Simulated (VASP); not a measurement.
# BAs2 (P4/mmm) in VASP: notebook, part 2 of 2

VASP 6.6.1. The steps go on from the part before.

### 3 Single point, PBE

This run uses another cell than the first one, of 19.44 Å³/atom, 1.122 times its volume.

Contents of INCAR:

```
  PREC = Accurate
  ENCUT = 520
  EDIFF = 1E-7
  ISMEAR = 0
  SIGMA = 0.1
  LREAL = False
  LASPH = True
  NELM = 100
  ALGO = Normal
  ISIF = 2
  LWAVE = False
  LCHARG = False
  GGA = PE
  NBANDS = 14
```

Contents of KPOINTS:

```
Automatic mesh
0
Gamma
  6 6 4
```

Contents of POSCAR:

```
BAs2
1.0
    3.0378592467      0.0000000000      0.0000000000
    0.0000000000      3.0378592467      0.0000000000
    0.0000000000      0.0000000000      6.3198056686
B As
1 2
Direct
    0.0000000000      0.0000000000      0.0000000000
    0.5000000000      0.5000000000      0.1888225865
    0.5000000000      0.5000000000      0.8111774135
```

Potentials or basis: VASP PAW PBE potentials, release 64 (B, As).

Launch:

```sh
$ cat potpaw_PBE.64/B/POTCAR potpaw_PBE.64/As/POTCAR > POTCAR
$ mpirun -np 1 vasp_std > vasp.out
```

OUTCAR:

```text
PREC = Accurate
   ENCUT = 520
   EDIFF = 1E-7
   ISMEAR = 0
   LREAL = False
   LASPH = True
   NELM = 100
   ISIF = 2
   GGA = PE

 ion  position               nearest neighbor table
   1  0.000  0.000  0.000-   2 2.46   3 2.46   2 2.46   3 2.46   2 2.46   3 2.46   2 2.46   3 2.46

   2  0.500  0.500  0.189-   3 2.39   1 2.46   1 2.46   1 2.46   1 2.46
   3  0.500  0.500  0.811-   2 2.39   1 2.46   1 2.46   1 2.46   1 2.46

  LATTYP: Found a simple tetragonal cell.
 ALAT       =     3.0378592467
 C/A-ratio  =     2.0803484149

  Lattice vectors:

 A1 = (   3.0378592467,   0.0000000000,   0.0000000000)
 A2 = (   0.0000000000,   3.0378592467,   0.0000000000)
 A3 = (   0.0000000000,   0.0000000000,   6.3198056686)

Analysis of symmetry for initial positions (statically):
=====================================================================
 Subroutine PRICEL returns:
 Original cell was already a primitive cell.

 Routine SETGRP: Setting up the symmetry group for a
 simple tetragonal supercell.

 Subroutine GETGRP returns: Found 16 space group operations
 (whereof 16 operations were pure point group operations)
 out of a pool of 16 trial point group operations.

The static configuration has the point symmetry D_4h.

Analysis of symmetry for dynamics (positions and initial velocities):
=====================================================================
 Subroutine PRICEL returns:
 Original cell was already a primitive cell.

 Routine SETGRP: Setting up the symmetry group for a
 simple tetragonal supercell.

 Subroutine GETGRP returns: Found 16 space group operations
 (whereof 16 operations were pure point group operations)
 out of a pool of 16 trial point group operations.

The dynamic configuration has the point symmetry D_4h.

 Subroutine INISYM returns: Found 16 space group operations
 (whereof 16 operations are pure point group operations),
 and found     1 'primitive' translations

[... 121 lines left out ...]
   GGA     = PE    functional components
   LHFCALC =     F    Hartree Fock is set to
   AEXX    =    0.0000 exact exchange contribution
   IVDW    =     0    specifies the selected vdW correction
   LEPSILON=     F    determine dielectric tensor
   LRPA    =     F    only Hartree local field effects (RPA)
 non-spin polarized calculation
 Gauss-broadening in eV      SIGMA  =   0.10
  energy-cutoff  :      520.00
  volume of cell :       58.32
 maximum number of plane-waves:      1583
 NGX is ok and might be reduce to    24
   NGX = 11   NGY = 11   NGZ = 23

 number of electron      13.0000001 magnetization

 Free energy of the ion-electron system (eV)
  ---------------------------------------------------
  ext. energy  EPLUGINS =         0.00000000
  ---------------------------------------------------
  free energy    TOTEN  =       -13.38274618 eV

  energy without entropy =      -13.37713429  energy(sigma->0) =      -13.37994023

 E-fermi :   4.5057     XC(G=0):  -9.2940

 val. band max:        4.2086003933   @ k =   0.5000   0.5000   0.0000
 cond. band min:       4.5310881351   @ k =   0.3333   0.0000   0.0000
 fundamental gap:      0.3224877418
 Fermi energy:         4.5056541858

 k-point     1 :       0.0000    0.0000    0.0000
  band No.  band energies     occupation
      1     -11.2713      2.00000
      2      -7.2233      2.00000
      3      -1.6513      2.00000
      4       2.8762      2.00000
      5       2.8762      2.00000
      6       4.6335      0.07068
      7       5.2048      0.00000
      8       7.6738      0.00000
      9       7.6738      0.00000
     10       9.7641      0.00000
     11       9.9483      0.00000
     12      10.2858      0.00000
     13      11.7670      0.00000
     14      11.7670      0.00000
[... 377 lines left out ...]
      1      -8.9719      2.00000
      2      -5.1691      2.00000
      3      -5.0328      2.00000
      4      -0.9874      2.00000
      5       1.2226      2.00000
      6       6.1256      0.00000
      7       6.3714      0.00000
      8       6.4459      0.00000
      9       6.5930      0.00000
     10       8.3282      0.00000
     11       8.4925      0.00000
     12       9.0214      0.00000
     13      12.3853      0.00000
     14      12.9034      0.00000

 [... further k-points ...]
[... 5 lines left out ...]
  --------------------------------------------------------------------------------------
  -------------------------------------------------------------------------------------
  Total        0.0526847      0.0526847      0.2613167      0.0000000      0.0000000      0.0000000
  in kB        1.4472920      1.4472920      7.1785825      0.0000000      0.0000000      0.0000000
  external PRESSURE =       3.3577222 kB  Pullay stress =       0.0000000 kB

 VOLUME and BASIS-vectors are now :
 -----------------------------------------------------------------------------
  energy-cutoff  :      520.00
  volume of cell :       58.32
      direct lattice vectors                 reciprocal lattice vectors
     3.037859247  0.000000000  0.000000000     0.329179175  0.000000000  0.000000000
     0.000000000  3.037859247  0.000000000     0.000000000  0.329179175  0.000000000
     0.000000000  0.000000000  6.319805669     0.000000000  0.000000000  0.158232714

 POSITION                                       TOTAL-FORCE (eV/Angst)
 -----------------------------------------------------------------------------------
      0.00000      0.00000      0.00000         0.000000      0.000000     -0.000000
      1.51893      1.51893      1.19332         0.000000      0.000000      0.086793
      1.51893      1.51893      5.12648         0.000000     -0.000000     -0.086793
 -----------------------------------------------------------------------------------
    total drift:                                0.000000     -0.000000     -0.000000

  FREE ENERGIE OF THE ION-ELECTRON SYSTEM (eV)
  ---------------------------------------------------
  free  energy   TOTEN  =       -13.3827461751 eV

  energy  without entropy=      -13.3771342896  energy(sigma->0) =      -13.37994023
```

It took 10 s on 1 thread of Intel Xeon 6975P-C (Granite Rapids), shared host; peak memory 0.16 GiB.

What came out:

| Quantity | Value |
| --- | --- |
| Free energy | -13.3827 eV |
| Pressure | 0.3 GPa |
| Largest force | 0.087 eV/Å |

Forces in eV/Å, atoms in the order of the input:
```
B    0.000  0.000  0.000
As   0.000  0.000  0.087
As   0.000  0.000 -0.087
```

Stress tensor (GPa, compression positive):
```
0.14 0.00 0.00
0.00 0.14 0.00
0.00 0.00 0.72
```

Levels at points of the mesh, in eV from the Fermi level:
| k point | band 3 | band 4 | band 5 | band 6 | band 7 | band 8 | band 9 | band 10 |
| --- | --- | --- | --- | --- | --- | --- | --- | --- |
| (0.00, 0.00, 0.00) | -6.16 | -1.63 | -1.63 | 0.13 | 0.70 | 3.17 | 3.17 | 5.26 |
| (0.50, 0.00, 0.00) | -9.44 | -5.33 | -4.19 | 0.77 | 1.90 | 2.09 | 3.77 | 3.92 |
| (0.50, 0.50, 0.00) | -6.87 | -6.87 | -5.09 | -2.39 | -2.39 | -2.24 | -0.30 | 3.19 |
| (0.00, 0.00, 0.50) | -5.11 | -1.61 | -1.61 | -1.39 | 0.23 | 3.03 | 3.03 | 4.40 |
| (0.50, 0.00, 0.50) | -9.54 | -5.49 | -3.28 | 1.62 | 1.87 | 1.94 | 2.09 | 3.82 |
| (0.50, 0.50, 0.50) | -6.84 | -6.84 | -5.08 | -2.59 | -2.59 | -1.41 | -0.38 | 3.70 |

Caveat: this functional lacks dispersion, which binds the layers, so the pressure and a relaxed spacing across them are unreliable.
